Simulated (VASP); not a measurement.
# Ti6O (P-31m) in VASP: notebook

Runs on Ti6O. Level: PBEsol. Tasks: single point.

All numbers are computed with VASP 6.6.1; they aren't measurements. Logs are shortened: lines on timing, memory, paths and dates and some standing lists are left out, and cuts for length are marked.

**1. The cell of the first run**

Symmetry: P-31m, No. 162, trigonal system. The conventional cell has a = 5.130 Å, b = 5.130 Å, c = 4.740 Å, α = 90.00°, β = 90.00°, γ = 120.00°. Ti (site symmetry m) has 1 O at 2.08 Å within 2.8 Å. Within 2.8 Å of O (site symmetry -3m) lie 6 Ti at 2.08 Å.

**2. Single point, PBEsol, collinear spin**

Contents of INCAR:

```
SYSTEM = Ti6O
  ALGO = Normal
  EDIFF = 1E-6
  ENCUT = 600
  GGA = PS
  GGA_COMPAT = .False.
  ISIF = 2
  ISMEAR = 0
  ISPIN = 2
  LASPH = .True.
  LCHARG = .True.
  LELF = .True.
  LMAXMIX = 4
  LORBIT = 11
  LREAL = .False.
  LVHAR = .True.
  LWAVE = .False.
  MAGMOM = 1 1 1 1 1 1 0
  NBANDS = 52
  NELM = 200
  PREC = Accurate
  SIGMA = 0.1
```

Contents of KPOINTS:

```
k-points
0
Gamma
  6 6 4
  0 0 0
```

Contents of POSCAR:

```
Ti6O
1.0
    5.1300000000      0.0000000000      0.0000000000
   -2.5650000000      4.4427103214      0.0000000000
    0.0000000000      0.0000000000      4.7400000000
Ti O
6 1
Direct
    0.3330000000      0.0000000000      0.2500000000
    0.0000000000      0.3330000000      0.2500000000
    0.6670000000      0.6670000000      0.2500000000
    0.0000000000      0.6670000000      0.7500000000
    0.6670000000      0.0000000000      0.7500000000
    0.3330000000      0.3330000000      0.7500000000
    0.0000000000      0.0000000000      0.0000000000
```

Potentials or basis: VASP PAW PBE potentials, release 64 (Ti_sv, O).

Launch:

```bash
cat potpaw_PBE.64/Ti_sv/POTCAR potpaw_PBE.64/O/POTCAR > POTCAR
mpirun -np 1 vasp_std > vasp.out
```

OUTCAR:

```text
SYSTEM = Ti6O
   EDIFF = 1E-6
   ENCUT = 600
   GGA = PS
   ISIF = 2
   ISMEAR = 0
   ISPIN = 2
   LASPH = .True.
   LORBIT = 11
   LREAL = .False.
   NELM = 200
   PREC = Accurate

 ion  position               nearest neighbor table
   1  0.333  0.000  0.250-   7 2.08
   2  0.000  0.333  0.250-   7 2.08
   3  0.667  0.667  0.250-   7 2.08
   4  0.000  0.667  0.750-   7 2.08
   5  0.667  0.000  0.750-   7 2.08
   6  0.333  0.333  0.750-   7 2.08
   7  0.000  0.000  0.000-   2 2.08   3 2.08   4 2.08   6 2.08   5 2.08   1 2.08

  LATTYP: Found a hexagonal cell.
 ALAT       =     5.1300000000
 C/A-ratio  =     0.9239766082

  Lattice vectors:

 A1 = (   5.1300000000,   0.0000000000,   0.0000000000)
 A2 = (  -2.5650000000,   4.4427103214,   0.0000000000)
 A3 = (   0.0000000000,   0.0000000000,   4.7400000000)

Analysis of symmetry for initial positions (statically):
=====================================================================
 Subroutine PRICEL returns:
 Original cell was already a primitive cell.

 Routine SETGRP: Setting up the symmetry group for a
 hexagonal supercell.

 Subroutine GETGRP returns: Found 12 space group operations
 (whereof 12 operations were pure point group operations)
 out of a pool of 24 trial point group operations.

The static configuration has the point symmetry D_3d.

Analysis of symmetry for dynamics (positions and initial velocities):
=====================================================================
 Subroutine PRICEL returns:
 Original cell was already a primitive cell.

 Routine SETGRP: Setting up the symmetry group for a
 hexagonal supercell.

 Subroutine GETGRP returns: Found 12 space group operations
 (whereof 12 operations were pure point group operations)
 out of a pool of 24 trial point group operations.

The dynamic configuration has the point symmetry D_3d.

Analysis of structural, dynamic, and magnetic symmetry:
=====================================================================
 Subroutine PRICEL returns:
 Original cell was already a primitive cell.

 Routine SETGRP: Setting up the symmetry group for a
 hexagonal supercell.

 Subroutine GETGRP returns: Found 12 space group operations
 (whereof 12 operations were pure point group operations)
 out of a pool of 24 trial point group operations.

The overall configuration has the point symmetry D_3d.

 Subroutine INISYM returns: Found 12 space group operations
 (whereof 12 operations are pure point group operations),
 and found     1 'primitive' translations

----------------------------------------------------------------------------------------

                                     Primitive cell

  volume of cell :     108.0298

  direct lattice vectors                    reciprocal lattice vectors
     5.130000000  0.000000000  0.000000000     0.194931774  0.112543912  0.000000000
    -2.565000000  4.442710321  0.000000000     0.000000000  0.225087824  0.000000000
     0.000000000  0.000000000  4.740000000     0.000000000  0.000000000  0.210970464

  length of vectors
     5.130000000  5.130000000  4.740000000     0.225087824  0.225087824  0.210970464

  position of ions in fractional coordinates (direct lattice)
     0.333000000  0.000000000  0.250000000
     0.000000000  0.333000000  0.250000000
     0.667000000  0.667000000  0.250000000
     0.000000000  0.667000000  0.750000000
     0.667000000  0.000000000  0.750000000
     0.333000000  0.333000000  0.750000000
     0.000000000  0.000000000  0.000000000

  ion indices of the primitive-cell ions
   primitive index   ion index
                 1           1
                 2           2
                 3           3
                 4           4
                 5           5
                 6           6
                 7           7

----------------------------------------------------------------------------------------

 KPOINTS: k-points

Automatic generation of k-mesh.
 Grid dimensions read from file:
 generate k-points for:    6    6    4

 Generating k-lattice:

  Cartesian coordinates                     Fractional coordinates (reciprocal lattice)
     0.032488629  0.018757319  0.000000000     0.166666667  0.000000000  0.000000000
     0.000000000  0.037514637  0.000000000     0.000000000  0.166666667  0.000000000
     0.000000000  0.000000000  0.052742616     0.000000000  0.000000000  0.250000000

  Length of vectors
     0.037514637  0.037514637  0.052742616

  Shift w.r.t. Gamma in fractional coordinates (k-lattice)
     0.000000000  0.000000000  0.000000000

 Subroutine IBZKPT returns following result:
 ===========================================

 Found     24 irreducible k-points:

 Following reciprocal coordinates:
            Coordinates               Weight
  0.000000  0.000000  0.000000      1.000000
  0.166667  0.000000  0.000000      6.000000
  0.333333  0.000000  0.000000      6.000000
  0.500000  0.000000  0.000000      3.000000
  0.166667  0.166667  0.000000      6.000000
  0.333333  0.166667  0.000000     12.000000
[... 16 lines left out ...]
  0.333333  0.166667  0.500000     12.000000
  0.333333  0.333333  0.500000      2.000000
   k-points           NKPTS =     24   k-points in BZ     NKDIM =     24   number of bands    NBANDS=     52
   number of dos      NEDOS =    301   number of ions     NIONS =      7
   total plane-waves  NPLWV =  70560
   dimension x,y,z NGX =    42 NGY =   42 NGZ =   40
   dimension x,y,z NGXF=    84 NGYF=   84 NGZF=   80
   ions per type =               6   1
   NGX,Y,Z   is equivalent  to a cutoff of  13.61, 13.61, 14.03 a.u.
   NGXF,Y,Z  is equivalent  to a cutoff of  27.22, 27.22, 28.06 a.u.
 SYSTEM =  Ti6O
   PREC   = accura    normal or accurate (medium, high low for compatibility)
   ISTART =      0    job   : 0-new  1-cont  2-samecut
   ICHARG =      2    charge: 1-file 2-atom 10-const
   ISPIN  =      2    spin polarized calculation?
   LNONCOLLINEAR =      F non collinear calculations
   LSORBIT =      F    spin-orbit coupling
   LASPH  =      T    aspherical Exc in radial PAW
   ENCUT  =  600.0 eV  44.10 Ry    6.64 a.u.  10.25 10.25  9.47*2*pi/ulx,y,z
   NELM   =    200;   NELMIN=  2; NELMDL= -5     # of ELM steps
   EDIFF  = 0.1E-05   stopping-criterion for ELM
   LREAL  =      F    real-space projection
[... 7 lines left out ...]
[... 20 lines left out ...]
   LEPSILON=     F    determine dielectric tensor
   LRPA    =     F    only Hartree local field effects (RPA)
 spin polarized calculation
 Gauss-broadening in eV      SIGMA  =   0.10
  energy-cutoff  :      600.00
  volume of cell :      108.03
 maximum number of plane-waves:      3618
 NGX is ok and might be reduce to    42
   NGX = 21   NGY = 21   NGZ = 19

 number of electron      77.9999991 magnetization       0.0020894

 number of electron      77.9999991 magnetization      -0.0000238

 Free energy of the ion-electron system (eV)
  ---------------------------------------------------
  ext. energy  EPLUGINS =         0.00000000
  ---------------------------------------------------
  free energy    TOTEN  =       -61.12309454 eV

  energy without entropy =      -61.09743348  energy(sigma->0) =      -61.11026401

 E-fermi :   8.3417     XC(G=0): -11.8212

 val. band max:        8.3199994385   @ k =   0.3333   0.0000   0.0000
 cond. band min:       8.3453794512   @ k =   0.0000   0.0000   0.2500
 fundamental gap:      0.0253800128
 Fermi energy:         8.3416881392

 spin component 1

 k-point     1 :       0.0000    0.0000    0.0000
  band No.  band energies     occupation
      1     -48.3020      1.00000
      2     -48.1817      1.00000
      3     -48.1667      1.00000
      4     -48.1667      1.00000
      5     -48.1642      1.00000
      6     -48.1642      1.00000
[... 43 lines left out ...]
     50      10.2903      0.00000
     51      10.8887      0.00000

 k-point     2 :       0.1667    0.0000    0.0000
  band No.  band energies     occupation
      1     -48.2936      1.00000
      2     -48.1821      1.00000
      3     -48.1785      1.00000
      4     -48.1780      1.00000
      5     -48.1574      1.00000
      6     -48.1561      1.00000
[... 43 lines left out ...]
     50      10.4879      0.00000
     51      10.7856      0.00000

 k-point     3 :       0.3333    0.0000    0.0000
  band No.  band energies     occupation
      1     -48.2708      1.00000
      2     -48.2077      1.00000
      3     -48.1891      1.00000
      4     -48.1694      1.00000
      5     -48.1549      1.00000
      6     -48.1541      1.00000
[... 1123 lines left out ...]
     50      10.7113      0.00000
     51      11.0117      0.00000

 k-point    24 :       0.3333    0.3333    0.5000
  band No.  band energies     occupation
      1     -48.1964      1.00000
      2     -48.1912      1.00000
      3     -48.1912      1.00000
      4     -48.1909      1.00000
      5     -48.1885      1.00000
      6     -48.1885      1.00000
[... 43 lines left out ...]
     50      10.8507      0.00000
     51      10.8507      0.00000
 Fermi energy:         8.3416881392

 spin component 2

 k-point     1 :       0.0000    0.0000    0.0000
  band No.  band energies     occupation
      1     -48.3022      1.00000
      2     -48.1819      1.00000
      3     -48.1669      1.00000
      4     -48.1669      1.00000
      5     -48.1644      1.00000
      6     -48.1644      1.00000
[... 43 lines left out ...]
     50      10.2903      0.00000
     51      10.8886      0.00000

 k-point     2 :       0.1667    0.0000    0.0000
  band No.  band energies     occupation
      1     -48.2938      1.00000
      2     -48.1823      1.00000
      3     -48.1787      1.00000
      4     -48.1782      1.00000
      5     -48.1576      1.00000
      6     -48.1563      1.00000
[... 43 lines left out ...]
     50      10.4878      0.00000
     51      10.7855      0.00000

 k-point     3 :       0.3333    0.0000    0.0000
  band No.  band energies     occupation
      1     -48.2710      1.00000
      2     -48.2079      1.00000
      3     -48.1893      1.00000
      4     -48.1696      1.00000
      5     -48.1551      1.00000
      6     -48.1543      1.00000
[... 1123 lines left out ...]
     50      10.7112      0.00000
     51      11.0130      0.00000

 k-point    24 :       0.3333    0.3333    0.5000
  band No.  band energies     occupation
      1     -48.1966      1.00000
      2     -48.1914      1.00000
      3     -48.1914      1.00000
      4     -48.1911      1.00000
      5     -48.1887      1.00000
      6     -48.1887      1.00000
[... 43 lines left out ...]
     50      10.8506      0.00000
     51      10.8507      0.00000
 [bands above 51 left out]

------------------------ aborting loop because EDIFF is reached ----------------------------------------

  FORCE on cell =-STRESS in cart. coord.  units (eV):
  Direction    XX          YY          ZZ          XY          YZ          ZX
  --------------------------------------------------------------------------------------
  -------------------------------------------------------------------------------------
  Total       -3.6119935     -3.6119935     -3.6501517      0.0000000      0.0000000      0.0000000
  in kB      -53.5690371    -53.5690371    -54.1349560      0.0000000      0.0000000      0.0000000
  external PRESSURE =     -53.7576767 kB  Pullay stress =       0.0000000 kB

 VOLUME and BASIS-vectors are now :
 -----------------------------------------------------------------------------
  energy-cutoff  :      600.00
  volume of cell :      108.03
      direct lattice vectors                 reciprocal lattice vectors
     5.130000000  0.000000000  0.000000000     0.194931774  0.112543912  0.000000000
    -2.565000000  4.442710321  0.000000000     0.000000000  0.225087824  0.000000000
     0.000000000  0.000000000  4.740000000     0.000000000  0.000000000  0.210970464

 POSITION                                       TOTAL-FORCE (eV/Angst)
 -----------------------------------------------------------------------------------
      1.70829      0.00000      1.18500        -0.166929     -0.000000      0.420152
     -0.85414      1.47942      1.18500         0.083465     -0.144565      0.420152
      1.71086      2.96329      1.18500         0.083465      0.144565      0.420152
     -1.71086      2.96329      3.55500        -0.083465      0.144565     -0.420152
      3.42171      0.00000      3.55500         0.166929      0.000000     -0.420152
      0.85414      1.47942      3.55500        -0.083465     -0.144565     -0.420152
      0.00000      0.00000      0.00000         0.000000      0.000000      0.000000
 -----------------------------------------------------------------------------------
    total drift:                               -0.000000      0.000000     -0.000000

  FREE ENERGIE OF THE ION-ELECTRON SYSTEM (eV)
  ---------------------------------------------------
  free  energy   TOTEN  =       -61.1230945449 eV

  energy  without entropy=      -61.0974334779  energy(sigma->0) =      -61.11026401

 total charge

# of ion       s       p       d       tot
------------------------------------------
    1        2.227   6.140   1.880  10.247
    2        2.227   6.140   1.880  10.247
    3        2.227   6.140   1.880  10.247
    4        2.227   6.140   1.880  10.247
    5        2.227   6.140   1.880  10.247
    6        2.227   6.140   1.880  10.247
    7        1.555   3.498   0.000   5.053
--------------------------------------------------
tot         14.917  40.339  11.280  66.535

 magnetization (x)

# of ion       s       p       d       tot
------------------------------------------
    1       -0.000   0.000  -0.000  -0.000
    2       -0.000   0.000  -0.000  -0.000
    3       -0.000   0.000  -0.000  -0.000
    4       -0.000   0.000  -0.000  -0.000
    5       -0.000   0.000  -0.000  -0.000
    6       -0.000   0.000  -0.000  -0.000
    7        0.000   0.000   0.000   0.000
--------------------------------------------------
tot         -0.000   0.000  -0.000  -0.000
```

It took 7.2 min on 1 thread of Intel Xeon 8259CL, shared host; peak memory 0.44 GiB.

Results:

- Free energy: -61.1231 eV
- Pressure: -5.4 GPa
- Largest force: 0.452 eV/Å
- Band gap on the k mesh: zero (filled and empty bands overlap)
- Net moment: 0.00 μB per cell
- Valence electrons inside the program's atomic spheres: Ti 10.25; O 5.05

Forces on the atoms (eV/Å):
```
Ti  -0.167  0.000  0.420
Ti   0.083 -0.145  0.420
Ti   0.083  0.145  0.420
Ti  -0.083  0.145 -0.420
Ti   0.167  0.000 -0.420
Ti  -0.083 -0.145 -0.420
O    0.000  0.000  0.000
```

Caveat: the cell stands under tension; the PAW data sets were made with another functional, which shifts forces and pressure a little.

**3. Single point, PBEsol**

Contents of INCAR:

```
PREC = Accurate
ENCUT = 520
EDIFF = 1E-6
ISMEAR = 0
SIGMA = 0.1
LREAL = False
LASPH = True
NELM = 100
ALGO = Normal
ISIF = 2
LWAVE = False
LCHARG = False
GGA = PS
NBANDS = 48
```

Contents of KPOINTS:

```
regular mesh
0
Gamma
  12 12 8
```

Contents of POSCAR:

```
Ti6O
1.0
    5.1300000000      0.0000000000      0.0000000000
   -2.5650000000      4.4427103214      0.0000000000
    0.0000000000      0.0000000000      4.7400000000
Ti O
6 1
Direct
    0.3298027876      0.0000000000      0.2590778310
    0.0000000000      0.3298027876      0.2590778310
    0.6701972124      0.6701972124      0.2590778310
    0.0000000000      0.6701972124      0.7409221690
    0.6701972124      0.0000000000      0.7409221690
    0.3298027876      0.3298027876      0.7409221690
    0.0000000000      0.0000000000      0.0000000000
```

Potentials or basis: VASP PAW PBE potentials, release 64 (Ti_sv, O).

Launch:

```bash
cat potpaw_PBE.64/Ti_sv/POTCAR potpaw_PBE.64/O/POTCAR > POTCAR
mpirun -np 1 vasp_std > vasp.out
```

It took 5.8 min on 1 thread of Intel Xeon 6975P-C (Granite Rapids), shared host; peak memory 0.57 GiB.

Results (log left out):

| Quantity | Value |
| --- | --- |
| Free energy | -61.1715 eV |
| Pressure | -5.4 GPa |
| Largest force | 0.036 eV/Å |
| Band gap on the k mesh | zero (bands 39 and 40 overlap by 0.53 eV) |

Forces on the atoms (eV/Å):
```
Ti   0.027  0.000  0.023
Ti  -0.014  0.023  0.023
Ti  -0.014 -0.023  0.023
Ti   0.014 -0.023 -0.023
Ti  -0.027  0.000 -0.023
Ti   0.014  0.023 -0.023
O    0.000  0.000  0.000
```

Stress tensor (GPa, compression positive):
```
-5.60  0.00  0.00
 0.00 -5.60  0.00
 0.00  0.00 -4.93
```

Levels at points of the mesh, in eV from the Fermi level:
| k point | band 35 | band 36 | band 37 | band 38 | band 39 | band 40 | band 41 | band 42 | band 43 | band 44 |
| --- | --- | --- | --- | --- | --- | --- | --- | --- | --- | --- |
| (0.00, 0.00, 0.00) | -1.13 | -0.97 | -0.97 | -0.02 | 0.16 | 0.16 | 0.64 | 0.64 | 0.85 | 1.12 |
| (0.50, 0.00, 0.00) | -1.08 | -1.06 | -1.03 | -0.62 | -0.26 | 0.48 | 0.64 | 0.76 | 0.77 | 1.03 |
| (0.00, 0.00, 0.50) | -0.96 | -0.49 | -0.49 | -0.36 | -0.28 | -0.28 | 0.21 | 0.21 | 0.49 | 0.62 |
| (0.50, 0.00, 0.50) | -0.70 | -0.66 | -0.62 | -0.45 | -0.40 | -0.22 | 0.20 | 0.57 | 0.90 | 1.24 |

Caveat: the cell stands under tension; the PAW data sets were made with another functional, which shifts forces and pressure a little.

**4. Single point, PBEsol (15.70 Å³/atom)**

This run uses another cell than the first one, of 15.70 Å³/atom.

Contents of INCAR:

```
  PREC = Accurate
  ENCUT = 520
  EDIFF = 1E-7
  ISMEAR = 0
  SIGMA = 0.1
  LREAL = F
  LASPH = T
  NELM = 100
  ALGO = Normal
  ISIF = 2
  LWAVE = F
  LCHARG = F
  GGA = PS
  NBANDS = 48
```

Contents of KPOINTS:

```
Automatic mesh
0
Gamma
  12 12 8
```

Contents of POSCAR:

```
Ti6O
1.0
    5.1536705747      0.0000000000      0.0000000000
   -2.5768352873      4.4632096404      0.0000000000
    0.0000000000      0.0000000000      4.7784520659
Ti O
6 1
Direct
    0.3291779753      0.0000000000      0.2592680545
    0.0000000000      0.3291779753      0.2592680545
    0.6708220247      0.6708220247      0.2592680545
    0.0000000000      0.6708220247      0.7407319455
    0.6708220247      0.0000000000      0.7407319455
    0.3291779753      0.3291779753      0.7407319455
    0.0000000000      0.0000000000      0.0000000000
```

Launch:

```bash
cat potpaw_PBE.64/Ti_sv/POTCAR potpaw_PBE.64/O/POTCAR > POTCAR
mpirun -np 1 vasp_std > vasp.out
```

Wall time 7 min (1 thread of Intel Xeon 6975P-C (Granite Rapids), shared host); peak memory 0.57 GiB.

It converged, with:

- Free energy: -61.0972 eV
- Pressure: -7.4 GPa
- Largest force: 0.024 eV/Å
- Band gap on the k mesh: zero (bands 39 and 40 overlap by 0.52 eV)

Forces on the atoms (eV/Å):
```
Ti   0.019  0.000  0.013
Ti  -0.010  0.017  0.013
Ti  -0.010 -0.017  0.013
Ti   0.010 -0.017 -0.013
Ti  -0.019  0.000 -0.013
Ti   0.010  0.017 -0.013
O    0.000  0.000  0.000
```

Levels at points of the mesh, in eV from the Fermi level:
| k point | band 36 | band 37 | band 38 | band 39 | band 40 | band 41 | band 42 | band 43 |
| --- | --- | --- | --- | --- | --- | --- | --- | --- |
| (0.00, 0.00, 0.00) | -0.95 | -0.95 | -0.06 | 0.15 | 0.15 | 0.63 | 0.63 | 0.81 |
| (0.50, 0.00, 0.00) | -1.05 | -1.02 | -0.61 | -0.24 | 0.47 | 0.62 | 0.74 | 0.76 |
| (0.00, 0.00, 0.50) | -0.49 | -0.49 | -0.37 | -0.29 | -0.29 | 0.22 | 0.22 | 0.48 |
| (0.50, 0.00, 0.50) | -0.65 | -0.59 | -0.44 | -0.39 | -0.22 | 0.19 | 0.54 | 0.89 |

Caveat: the cell stands under tension; the PAW data sets were made with another functional, which shifts forces and pressure a little.

**5. Overview**

```csv
spin,cell,k mesh,cutoff (eV),gap on the mesh (eV),pressure (GPa),largest force (eV/Å)
collinear,"a = 5.130, b = 5.130, c = 4.740 Å, angles 90.0, 90.0, 120.0°, 7 atoms, atomic positions A",6 × 6 × 4,600,none,-5.4,0.45
off,"a = 5.130, b = 5.130, c = 4.740 Å, angles 90.0, 90.0, 120.0°, 7 atoms, atomic positions B",12 × 12 × 8,520,none,-5.4,0.04
off,"a = 5.154, b = 5.154, c = 4.778 Å, angles 90.0, 90.0, 120.0°, 7 atoms, atomic positions C",12 × 12 × 8,520,none,-7.4,0.02
```

Alike in all rows: task single point; level PBEsol; potentials or basis VASP PAW PBE potentials, release 64 (Ti_sv, O); smearing gaussian 0.1 eV.

Caveats: the cell stands under tension; the PAW data sets were made with another functional, which shifts forces and pressure a little.

Total energies depend on the potentials used, so only differences within one code and one set of settings carry meaning.

The gap in the log of VASP goes by the Fermi energy; the results here count the filled bands.